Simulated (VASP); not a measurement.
# LiCl (P-3m1) in VASP: relaxation of cell and atoms with PBE

Aim: the relaxation of cell and atoms of LiCl with PBE.

All numbers are computed with VASP 6.6.1; they aren't measurements. Logs are shortened: lines on timing, memory, paths and dates and some standing lists are left out, and cuts for length are marked.

## Step 1: The cell of the first run

The structure is trigonal, space group P-3m1 (No. 164). The conventional cell has a = 3.642 Å, b = 3.642 Å, c = 14.868 Å, α = 90.00°, β = 90.00°, γ = 120.00°. Within 3.4 Å of Li (site symmetry 3m) lie 6 Cl at 2.58 Å. Li (site symmetry 3m) has 6 Cl at 2.58 Å within 3.4 Å. Within 3.4 Å of Li (site symmetry -3m) lie 6 Cl at 2.58 Å. Cl (site symmetry 3m) has 6 Li at 2.58 Å and 1 Cl at 2.97 Å within 3.4 Å. Cl (site symmetry -3m) has 6 Li at 2.58 Å and 2 Cl at 2.97 Å within 3.4 Å. Cl (site symmetry 3m) has 6 Li at 2.58 Å within 3.4 Å.

## Step 2: Relaxation of cell and atoms, PBE

Input file INCAR:

```
SYSTEM = LiCl
PREC = Accurate
ENCUT = 600
EDIFF = 1E-7
ISMEAR = 0
SIGMA = 0.02
LREAL = .False.
LASPH = .True.
NELM = 60
ALGO = Normal
ISIF = 3
LWAVE = .False.
LCHARG = .False.
GGA = PE
IBRION = 2
NSW = 65
EDIFFG = -0.01
```

Input file KPOINTS:

```
Automatic mesh
0
Gamma
  9 9 3
  0 0 0
```

Input file POSCAR:

```
LiCl
1.0
    3.6417967620      0.0000000000      0.0000000000
   -1.8208983810      3.1538885114      0.0000000000
    0.0000000000      0.0000000000     14.8675720335
Li Cl
5 5
Direct
    0.0000000000      0.0000000000      0.0000000000
    0.3333333333      0.6666666667      0.2000000000
    0.0000000000      0.0000000000      0.4000000000
    0.3333333333      0.6666666667      0.6000000000
    0.6666666667      0.3333333333      0.8000000000
    0.6666666667      0.3333333333      0.1000000000
    0.6666666667      0.3333333333      0.3000000000
    0.6666666667      0.3333333333      0.5000000000
    0.0000000000      0.0000000000      0.7000000000
    0.3333333333      0.6666666667      0.9000000000
```

Potentials or basis: VASP PAW PBE potentials, release 64 (Li_sv, Cl).

Run with:

```bash
$ cat potpaw_PBE.64/Li_sv/POTCAR potpaw_PBE.64/Cl/POTCAR > POTCAR
$ mpirun -np 1 vasp_std > vasp.out
```

OUTCAR:

```text
SYSTEM = LiCl
   PREC = Accurate
   ENCUT = 600
   EDIFF = 1E-7
   ISMEAR = 0
   LREAL = .False.
   LASPH = .True.
   NELM = 60
   ISIF = 3
   GGA = PE
   IBRION = 2
   NSW = 65
   EDIFFG = -0.01

 ion  position               nearest neighbor table
   1  0.000  0.000  0.000-   6 2.58  10 2.58   6 2.58  10 2.58   6 2.58  10 2.58
   2  0.333  0.667  0.200-   7 2.58   6 2.58   7 2.58   6 2.58   7 2.58   6 2.58
   3  0.000  0.000  0.400-   7 2.58   8 2.58   7 2.58   8 2.58   7 2.58   8 2.58
   4  0.333  0.667  0.600-   9 2.58   8 2.58   8 2.58   9 2.58   9 2.58   8 2.58
   5  0.667  0.333  0.800-   9 2.58  10 2.58  10 2.58   9 2.58   9 2.58  10 2.58
   6  0.667  0.333  0.100-   2 2.58   1 2.58   2 2.58   1 2.58   1 2.58   2 2.58
   7  0.667  0.333  0.300-   2 2.58   3 2.58   2 2.58   3 2.58   3 2.58   2 2.58
   8  0.667  0.333  0.500-   4 2.58   3 2.58   4 2.58   3 2.58   3 2.58   4 2.58
   9  0.000  0.000  0.700-   5 2.58   4 2.58   5 2.58   4 2.58   5 2.58   4 2.58
  10  0.333  0.667  0.900-   1 2.58   5 2.58   5 2.58   1 2.58   1 2.58   5 2.58

  LATTYP: Found a hexagonal cell.
 ALAT       =     3.6417967620
 C/A-ratio  =     4.0824826329

  Lattice vectors:

 A1 = (   3.6417967620,   0.0000000000,   0.0000000000)
 A2 = (  -1.8208983810,   3.1538885114,   0.0000000000)
 A3 = (   0.0000000000,   0.0000000000,  14.8675720335)

Analysis of symmetry for initial positions (statically):
=====================================================================
 Subroutine PRICEL returns:
 Original cell was already a primitive cell.

 Routine SETGRP: Setting up the symmetry group for a
 hexagonal supercell.

 Subroutine GETGRP returns: Found 12 space group operations
 (whereof  6 operations were pure point group operations)
 out of a pool of 24 trial point group operations.

The static configuration has the point symmetry C_3v.
 The point group associated with its full space group is D_3d.

Analysis of symmetry for dynamics (positions and initial velocities):
=====================================================================
 Subroutine PRICEL returns:
 Original cell was already a primitive cell.

 Routine SETGRP: Setting up the symmetry group for a
 hexagonal supercell.

 Subroutine GETGRP returns: Found 12 space group operations
 (whereof  6 operations were pure point group operations)
 out of a pool of 24 trial point group operations.

The dynamic configuration has the point symmetry C_3v.
 The point group associated with its full space group is D_3d.

 Subroutine INISYM returns: Found 12 space group operations
 (whereof  6 operations are pure point group operations),
 and found     1 'primitive' translations

----------------------------------------------------------------------------------------

                                     Primitive cell

  volume of cell :     170.7663

  direct lattice vectors                    reciprocal lattice vectors
     3.641796762  0.000000000  0.000000000     0.274589733  0.158534456  0.000000000
    -1.820898381  3.153888511  0.000000000     0.000000000  0.317068912  0.000000000
     0.000000000  0.000000000 14.867572034     0.000000000  0.000000000  0.067260478

  length of vectors
     3.641796762  3.641796762 14.867572034     0.317068912  0.317068912  0.067260478

  position of ions in fractional coordinates (direct lattice)
     0.000000000  0.000000000  0.000000000
     0.333333333  0.666666667  0.200000000
     0.000000000  0.000000000  0.400000000
     0.333333333  0.666666667  0.600000000
     0.666666667  0.333333333  0.800000000
     0.666666667  0.333333333  0.100000000
     0.666666667  0.333333333  0.300000000
     0.666666667  0.333333333  0.500000000
     0.000000000  0.000000000  0.700000000
     0.333333333  0.666666667  0.900000000

  ion indices of the primitive-cell ions
   primitive index   ion index
                 1           1
                 2           2
                 3           3
                 4           4
                 5           5
                 6           6
                 7           7
                 8           8
                 9           9
                10          10

----------------------------------------------------------------------------------------

 KPOINTS: Automatic mesh

Automatic generation of k-mesh.
 Grid dimensions read from file:
 generate k-points for:    9    9    3

 Generating k-lattice:

  Cartesian coordinates                     Fractional coordinates (reciprocal lattice)
     0.030509970  0.017614940  0.000000000     0.111111111  0.000000000  0.000000000
     0.000000000  0.035229879  0.000000000     0.000000000  0.111111111  0.000000000
     0.000000000  0.000000000  0.022420159     0.000000000  0.000000000  0.333333333

  Length of vectors
     0.035229879  0.035229879  0.022420159

  Shift w.r.t. Gamma in fractional coordinates (k-lattice)
     0.000000000  0.000000000  0.000000000

 Subroutine IBZKPT returns following result:
 ===========================================

 Found     31 irreducible k-points:

 Following reciprocal coordinates:
            Coordinates               Weight
  0.000000  0.000000  0.000000      1.000000
  0.111111 -0.000000  0.000000      6.000000
  0.222222 -0.000000  0.000000      6.000000
  0.333333 -0.000000  0.000000      6.000000
  0.444444 -0.000000  0.000000      6.000000
  0.111111  0.111111  0.000000      6.000000
[... 16 lines left out ...]
  0.222222  0.111111  0.333333     12.000000
 -0.111111  0.333333  0.333333     12.000000
 [... further k-points ...]
   k-points           NKPTS =     31   k-points in BZ     NKDIM =     31   number of bands    NBANDS=     31
   number of dos      NEDOS =    301   number of ions     NIONS =     10
   total plane-waves  NPLWV = 108000
   dimension x,y,z NGX =    30 NGY =   30 NGZ =  120
   dimension x,y,z NGXF=    60 NGYF=   60 NGZF=  240
   ions per type =               5   5
   NGX,Y,Z   is equivalent  to a cutoff of  13.69, 13.69, 13.42 a.u.
   NGXF,Y,Z  is equivalent  to a cutoff of  27.39, 27.39, 26.84 a.u.
 SYSTEM =  LiCl
   PREC   = accura    normal or accurate (medium, high low for compatibility)
   ISTART =      0    job   : 0-new  1-cont  2-samecut
   ICHARG =      2    charge: 1-file 2-atom 10-const
   ISPIN  =      1    spin polarized calculation?
   LNONCOLLINEAR =      F non collinear calculations
   LSORBIT =      F    spin-orbit coupling
   LASPH  =      T    aspherical Exc in radial PAW
   ENCUT  =  600.0 eV  44.10 Ry    6.64 a.u.   7.27  7.27 29.69*2*pi/ulx,y,z
   NELM   =     60;   NELMIN=  2; NELMDL= -5     # of ELM steps
   EDIFF  = 0.1E-06   stopping-criterion for ELM
   LREAL  =      F    real-space projection
   EDIFFG = -.1E-01   stopping-criterion for IOM
   NSW    =     65    number of steps for IOM
   IBRION =      2    ionic relax: 0-MD 1-quasi-New 2-CG
   NFREE  =      1    steps in history (QN), initial steepest desc. (CG)
   ISIF   =      3    stress and relaxation
   ISYM   =      2    0-nonsym 1-usesym 2-fastsym
   POTIM  = 0.5000    time-step for ionic-motion
   TEBEG  =    0.0;   TEEND  =   0.0 temperature during run
   PSTRESS=    0.0 pullay stress
   NELECT =      50.0000    total number of electrons
   NUPDOWN=      -1.0000    fix difference up-down
   EMIN   =  10.00;   EMAX   =-10.00  energy-range for DOS
   EFERMI =   0.00;   METHOD = LEGACY
   ISMEAR =     0;   SIGMA  =   0.02  broadening in eV -4-tet -1-fermi 0-gaus
   EFERMI_NEDOS =   21; number of points for ismear=-14 and -15
   IALGO  =     38    algorithm
   IMIX   =      4    mixing-type and parameters
     AMIX     =   0.40;   BMIX     =  1.00
     AMIX_MAG =   1.60;   BMIX_MAG =  1.00
  volume/ion in A,a.u.               =      17.08       115.24
  Fermi-wavevector in a.u.,A,eV,Ry     =   1.087087  2.054296 16.078783  1.181757
  Thomas-Fermi vector in A             =   2.223238
   LORBIT       =      0    0 simple, 1 ext, 2 COOP (PROOUT), +10 PAW based schemes
   GGA     = PE    functional components
   LHFCALC =     F    Hartree Fock is set to
   AEXX    =    0.0000 exact exchange contribution
   IVDW    =     0    specifies the selected vdW correction
   LEPSILON=     F    determine dielectric tensor
   LRPA    =     F    only Hartree local field effects (RPA)
 conjugate gradient relaxation of ions
 non-spin polarized calculation
 Gauss-broadening in eV      SIGMA  =   0.02
  energy-cutoff  :      600.00
  volume of cell :      170.77
 maximum number of plane-waves:      5754
 NGX is ok and might be reduce to    30
   NGX = 15   NGY = 15   NGZ = 59

--------------------------------------- Ionic step        1  -------------------------------------------

 number of electron      50.0000002 magnetization

 Free energy of the ion-electron system (eV)
  ---------------------------------------------------
  ext. energy  EPLUGINS =         0.00000000
  ---------------------------------------------------
  free energy    TOTEN  =       -36.28019021 eV

  energy without entropy =      -36.28019021  energy(sigma->0) =      -36.28019021

------------------------ aborting loop because EDIFF is reached ----------------------------------------

  FORCE on cell =-STRESS in cart. coord.  units (eV):
  Direction    XX          YY          ZZ          XY          YZ          ZX
  --------------------------------------------------------------------------------------
  -------------------------------------------------------------------------------------
  Total       -0.6223390     -0.6223390      5.2127724     -0.0000000      0.0000000     -0.0000000
  in kB       -5.8389605     -5.8389605     48.9077012     -0.0000000      0.0000000     -0.0000000
  external PRESSURE =      12.4099267 kB  Pullay stress =       0.0000000 kB
[... 113 lines left out ...]
  FREE ENERGIE OF THE ION-ELECTRON SYSTEM (eV)
  ---------------------------------------------------
  free  energy   TOTEN  =       -36.4681447474 eV

  energy  without entropy=      -36.4681447474  energy(sigma->0) =      -36.46814475

[... ionic steps 4 to 11 ...]

--------------------------------------- Ionic step       12  -------------------------------------------

 number of electron      49.9999983 magnetization

------------------------ aborting loop because EDIFF is reached ----------------------------------------
[... 83 lines left out ...]
--------------------------------------- Ionic step       14  -------------------------------------------

 number of electron      49.9999983 magnetization

 Free energy of the ion-electron system (eV)
  ---------------------------------------------------
  ext. energy  EPLUGINS =         0.00000000
  ---------------------------------------------------
  free energy    TOTEN  =       -36.51047979 eV

  energy without entropy =      -36.51047979  energy(sigma->0) =      -36.51047979

 E-fermi :   0.6997     XC(G=0):  -8.5657

 val. band max:        0.5656890492   @ k =   0.0000   0.0000   0.0000
 cond. band min:       6.2503222534   @ k =   0.0000   0.0000   0.0000
 fundamental gap:      5.6846332042
 Fermi energy:         0.6996761337

 k-point     1 :       0.0000    0.0000    0.0000
  band No.  band energies     occupation
      1     -43.5734      2.00000
      2     -43.5728      2.00000
      3     -43.0461      2.00000
      4     -43.0458      2.00000
      5     -43.0428      2.00000
      6     -12.9342      2.00000
[... 805 lines left out ...]
     30       9.1818      0.00000
     31       9.4796      0.00000

 [... further k-points ...]

------------------------ aborting loop because EDIFF is reached ----------------------------------------

  FORCE on cell =-STRESS in cart. coord.  units (eV):
  Direction    XX          YY          ZZ          XY          YZ          ZX
  --------------------------------------------------------------------------------------
  -------------------------------------------------------------------------------------
  Total        0.0071997      0.0071997      0.0173627     -0.0000000     -0.0000000      0.0000000
  in kB        0.0661455      0.0661455      0.1595158     -0.0000000     -0.0000000      0.0000000
  external PRESSURE =       0.0972690 kB  Pullay stress =       0.0000000 kB
[... 25 lines left out ...]
  FREE ENERGIE OF THE ION-ELECTRON SYSTEM (eV)
  ---------------------------------------------------
  free  energy   TOTEN  =       -36.5104797889 eV

  energy  without entropy=      -36.5104797889  energy(sigma->0) =      -36.51047979

 reached required accuracy - stopping structural energy minimisation
```

It took 21 min on 1 thread of Intel Xeon 6975P-C (Granite Rapids), shared host; peak memory 0.41 GiB.

Results:

| Item | Value |
| --- | --- |
| Free energy | -36.5105 eV |
| Relaxed volume | 17.44 Å³/atom |
| Relaxed cell | a = 3.607 Å, b = 3.607 Å, c = 15.475 Å, α = 90.00°, β = 90.00°, γ = 120.00° |
| Space group after relaxing (to 0.1 Å) | P-3m1 (No. 164) |
| Energy gained by relaxing | 23.0 meV/atom |
| Ionic steps | 14 |
| Pressure after relaxing | 0.0 GPa |
| Largest force after relaxing | 0.004 eV/Å |
| Band gap on the k mesh | 5.68 eV |

Forces in eV/Å, atoms in the order of the input:
```
Li   0.000  0.000 -0.004
Li   0.000  0.000 -0.002
Li   0.000  0.000  0.002
Li   0.000  0.000  0.004
Li   0.000  0.000  0.000
Cl   0.000  0.000  0.001
Cl   0.000  0.000  0.000
Cl   0.000  0.000 -0.001
Cl   0.000  0.000  0.001
Cl   0.000  0.000 -0.001
```

Step by step:
| step | energy change (eV) | largest force (eV/Å) | pressure (GPa) | volume (Å³) |
| --- | --- | --- | --- | --- |
| 1 | 0.0000 | 0.7788 | 1.24 | 170.77 |
| 2 | -0.1411 | 0.4099 | 0.33 | 174.01 |
| 3 | -0.1880 | 0.1460 | -0.53 | 177.83 |
| 4 | -0.1885 | 0.1411 | -0.45 | 177.45 |
| 5 | -0.1973 | 0.1306 | -0.24 | 176.09 |
| 6 | -0.2078 | 0.0975 | 0.43 | 172.13 |
| 7 | -0.2156 | 0.0734 | 0.35 | 172.53 |
| 8 | -0.2281 | 0.0515 | 0.13 | 173.71 |
| 9 | -0.2286 | 0.0536 | 0.08 | 174.02 |
| 10 | -0.2299 | 0.0257 | -0.02 | 174.55 |
| 11 | -0.2301 | 0.0155 | -0.06 | 174.78 |
| 12 | -0.2302 | 0.0122 | 0.01 | 174.40 |
| 13 | -0.2302 | 0.0117 | 0.02 | 174.33 |
| 14 | -0.2303 | 0.0040 | 0.01 | 174.39 |

Final structure:
```cif
data_structure
_symmetry_space_group_name_H-M 'P 1'
_symmetry_Int_Tables_number 1
_cell_length_a 3.6073
_cell_length_b 3.6073
_cell_length_c 15.4748
_cell_angle_alpha 90.000
_cell_angle_beta 90.000
_cell_angle_gamma 120.000
_cell_volume 174.39
loop_
_atom_site_label
_atom_site_type_symbol
_atom_site_fract_x
_atom_site_fract_y
_atom_site_fract_z
_atom_site_occupancy
Li1 Li 0.00000 0.00000 0.99275 1
Li2 Li 0.33333 0.66667 0.19452 1
Li3 Li 0.00000 0.00000 0.40548 1
Li4 Li 0.33333 0.66667 0.60725 1
Li5 Li 0.66667 0.33333 0.80000 1
Cl1 Cl 0.66667 0.33333 0.08911 1
Cl2 Cl 0.66667 0.33333 0.30000 1
Cl3 Cl 0.66667 0.33333 0.51089 1
Cl4 Cl 0.00000 0.00000 0.70360 1
Cl5 Cl 0.33333 0.66667 0.89640 1
```

Caveat: the cutoff is under 1.25 times the usual one of these potentials, so pressure, stress and relaxed cells hold a basis-set (Pulay) error.
